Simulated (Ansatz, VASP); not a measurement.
NbTe: VASP beside Ansatz

INCAR

```
ALGO = Normal ; EDIFF = 1E-6
ENCUT = 500 ; GGA = PS
GGA_COMPAT = False ; ISIF = 2
ISMEAR = 0 ; ISPIN = 2
LASPH = True ; LCHARG = False
LMAXMIX = 4 ; LORBIT = 11
LREAL = False ; LWAVE = False
MAGMOM = 1.45 0 ; NBANDS = 20
NELM = 200 ; PREC = Accurate
SIGMA = 0.05
```

The input KPOINTS:

```
k-points
0
Gamma
  8 8 8
```

File POSCAR:

```
NbTe
1.0
    0.0000000000      3.0919163496      3.0919163496
    3.0919163496      0.0000000000      3.0919163496
    3.0919163496      3.0919163496      0.0000000000
Nb Te
1 1
Direct
    0.0000000000      0.0000000000      0.0000000000
    0.2500000000      0.2500000000      0.2500000000
```

Input for Ansatz:

```yaml
crystal:
  lattice:
    - [0.0, 3.0919163496, 3.0919163496]
    - [3.0919163496, 0.0, 3.0919163496]
    - [3.0919163496, 3.0919163496, 0.0]
  atoms:
    - { symbol: Nb, position: [0.0, 0.0, 0.0], spin: 1.45 }
    - { symbol: Te, position: [0.25, 0.25, 0.25] }
basis:
  ecutwfc: 420
  ecutrho_ratio: 4
kpoints:
  mp_grid: { grid: [8, 8, 8] }
hamiltonian:
  xc: pbesol
scf:
  occupations: { method: gaussian, width: 0.05 }
output:
  forces: true
  stress: true
  eigenvalues: true
  populations: true
magnetization:
  spin_polarized: true
```

Alike in both runs: task single point; functional PBEsol; k mesh 8 × 8 × 8; occupations gaussian, width 0.05 eV; collinear spin.

|  | VASP | Ansatz |
| --- | --- | --- |
| version | VASP 6.6.1 | Ansatz 0.2.0 |
| potentials or method | VASP PAW PBE potentials, release 64 (Nb_sv, Te), cutoff 500 eV | scalar-relativistic, plane waves, PAW |
| valence electrons in the cell | 19 | 29 |

Ansatz gave:

| Item | Value |
| --- | --- |
| gap on the k mesh at the Fermi level (eV) | none |
| pressure (GPa) | 3.1 |
| net moment per atom (μB) | 0.99 |
| size of the moment on the site where the two differ most (μB) | 1.30 |

Question: What did VASP give for the same quantities?

Answer: gap on the k mesh at the Fermi level (eV): none; pressure (GPa): 3.0; net moment per atom (μB): 0.98; size of the moment on the site where the two differ most (μB): 1.42.

VASP's potentials were made for PBE, not for PBEsol. Site moments also hang on the region over which each program counts them. A gap of «none» marks a metal or a gap that the smearing closes. The functional is the same, so the differences come from potentials, cutoffs and numerics. VASP's potentials hold 19 valence electrons a cell and Ansatz's 29, so a difference there can come from the potentials and not from the codes.

Spin-orbit coupling is off throughout.
